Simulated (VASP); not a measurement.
Set up this calculation in VASP 6.6.1, as the native input.

| Property | Result |
| --- | --- |
| Task | single point |
| Functional | PBE |
| Potentials or basis | VASP PAW PBE potentials, release 64 (Ti_sv) |
| Cutoff | 520 eV |
| k mesh | 11 × 11 × 11 |
| Occupations | fermi-dirac, width 0.05 eV |
| Spin | no spin polarisation |
| Dipole correction | no |
| Further INCAR settings | ALGO = Fast; EDIFF = 1e-07; NBANDS = 12 |

The structure of Ti lies in POSCAR:

```
Ti
1.0
   -1.6274370903      1.6274370903      1.6274370903
    1.6274370903     -1.6274370903      1.6274370903
    1.6274370903      1.6274370903     -1.6274370903
Ti
1
Direct
    0.0000000000      0.0000000000      0.0000000000
```

The input as run:

INCAR

```
SYSTEM = Ti
PREC = Accurate
ENCUT = 520
EDIFF = 1E-7
ISMEAR = -1
SIGMA = 0.05
LREAL = .FALSE.
LASPH = .TRUE.
NELM = 60
ALGO = Fast
ISIF = 2
LWAVE = .FALSE.
LCHARG = .FALSE.
GGA = PE
NBANDS = 12
```

KPOINTS

```
Automatic mesh
0
G
  11 11 11
  0 0 0
```

Potentials or basis: VASP PAW PBE potentials, release 64 (Ti_sv).

Run with:

```bash
$ cat potpaw_PBE.64/Ti_sv/POTCAR > POTCAR
$ mpirun -np 1 vasp_std > vasp.out
```

Results of the run:

```yaml
Pressure: -0.3 GPa
Band_gap_on_the_k_mesh: zero (band 6 reaches 9.17 eV, above the bottom of band 7 at 7.56 eV)
```

Wall time 9.1 s on 1 thread of Intel(R) Xeon(R) 6975P-C (Granite Rapids), with other jobs on the host, peak memory 0.13 GiB.
